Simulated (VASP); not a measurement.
Set up this calculation in VASP 6.6.1, as the native input.

* Task: single point
* Functional: PBEsol
* Potentials or basis: VASP PAW PBE potentials, release 64 (Ti_sv, Si)
* Cutoff: 520 eV
* k mesh: 10 × 10 × 10
* Occupations: gaussian, width 0.1 eV
* Spin: no spin polarisation
* Dipole correction: no
* Further INCAR settings: ALGO = Normal; EDIFF = 1e-07; NBANDS = 29

The structure of TiSi2 lies in POSCAR:

```
TiSi2
1.0
   -0.0046159040      4.0474654340      4.2081484249
    2.3513130490     -0.0033486097      4.2087862387
    2.3960894075      4.0742076944     -0.0284246368
Ti Si
2 4
Direct
    0.7497076435      0.7511668163      0.7476396241
    0.5002923565      0.4988331837      0.5023603759
    0.0851394365      0.4150286549      0.0841980171
    0.4133684080      0.0864571368      0.4119371458
    0.1648605635      0.8349713451      0.1658019829
    0.8366315920      0.1635428632      0.8380628542
```

This cell differs from its parent crystal: biaxial strain in the a-b plane: -1.0 %, then relaxed in part.

These files were run (other wordings do the same):

INCAR

```
ALGO = Normal
EDIFF = 1E-7
ENCUT = 520
GGA = PS
ISIF = 2
ISMEAR = 0
LASPH = T
LCHARG = F
LREAL = F
LUSENCCL = F
LWAVE = F
NBANDS = 29
NELM = 80
PREC = Accurate
SIGMA = 0.1
```

KPOINTS

```
k-points
0
Gamma
  10 10 10
```

Potentials or basis: VASP PAW PBE potentials, release 64 (Ti_sv, Si).

The run is started by

```console
$ cat potpaw_PBE.64/Ti_sv/POTCAR potpaw_PBE.64/Si/POTCAR > POTCAR
$ mpirun -np 1 vasp_std > vasp.out
```

It gave:

The pressure is 2.5 GPa and the band gap on the k mesh is zero (bands 20 and 21 overlap by 1.92 eV).

Caveat: the cell differs from its parent crystal (biaxial strain in the a-b plane: -1.0 %, then relaxed in part); the PAW data sets were made with another functional, which shifts forces and pressure a little.

Run time: 19 min on 1 × NVIDIA H100 80GB with 1 thread of AMD EPYC 7R13 Processor (Zen 3) (shared host), peak memory 2 GiB.
